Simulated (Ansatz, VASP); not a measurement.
Fe in VASP and in Ansatz

The input INCAR:

```
PREC = Accurate
ENCUT = 520
EDIFF = 1E-6
ISMEAR = 1
SIGMA = 0.1
LREAL = False
LASPH = True
NELM = 150
ALGO = Normal
ISIF = 2
LWAVE = False
LCHARG = False
ISPIN = 2
MAGMOM = 3
LORBIT = 11
LMAXMIX = 4
GGA = PS
IVDW = 12
NBANDS = 14
```

The input KPOINTS:

```
regular mesh
0
Gamma
  13 13 13
```

Contents of POSCAR:

```
Fe
1.0
   -1.4333151444      1.4333151444      1.4333151444
    1.4333151444     -1.4333151444      1.4333151444
    1.4333151444      1.4333151444     -1.4333151444
Fe
1
Direct
    0.0000000000      0.0000000000      0.0000000000
```

Contents of input.yaml:

```yaml
crystal:
  lattice:
    - [-1.4333151444, 1.4333151444, 1.4333151444]
    - [1.4333151444, -1.4333151444, 1.4333151444]
    - [1.4333151444, 1.4333151444, -1.4333151444]
  atoms:
    - { symbol: Fe, position: [0.0, 0.0, 0.0], spin: 3.0 }
hamiltonian:
  xc: pbesol
  pseudopotentials: { kind: paw, accuracy: standard, xc_functional: pbe }
  dispersion: d3bj
magnetization:
  spin_polarized: true
kpoints:
  mp_grid: { grid: [13, 13, 13] }
scf:
  occupations: { method: methfessel_paxton, width: 0.1 }
output:
  forces: true
  stress: true
  eigenvalues: true
  write_density: true
  write_potential: true
  elf: true
  volumetric_format: npy
```

Alike in both runs: task single point; functional PBEsol; dispersion D3(BJ); k mesh 13 × 13 × 13; occupations methfessel-paxton of order 1, width 0.1 eV; collinear spin.

|  | VASP | Ansatz |
| --- | --- | --- |
| version | VASP 6.6.1 | Ansatz 0.2.0 |
| potentials or method | VASP PAW PBE potentials, release 64 (Fe) | SSSP efficiency PAW |
| plane-wave cutoff (eV) | 520 | 1225 |
| valence electrons in the cell | 8 | 16 |

|  | VASP | Ansatz | Ansatz less VASP |
| --- | --- | --- | --- |
| gap on the k mesh at the Fermi level (eV) | none | none | - |
| pressure (GPa) | -20.0 | -19.8 | +0.16 |
| net moment per atom (μB) | 2.21 | 2.19 | -0.025 |
| size of the moment on the site where the two differ most (μB) | 2.21 | 2.23 | +0.021 |

VASP's potentials were made for PBE, not for PBEsol. Site moments also hang on the region over which each program counts them. A gap of «none» marks a metal or a gap that the smearing closes. VASP's potentials hold 8 valence electrons a cell and Ansatz's 16, so a difference there can come from the potentials and not from the codes.
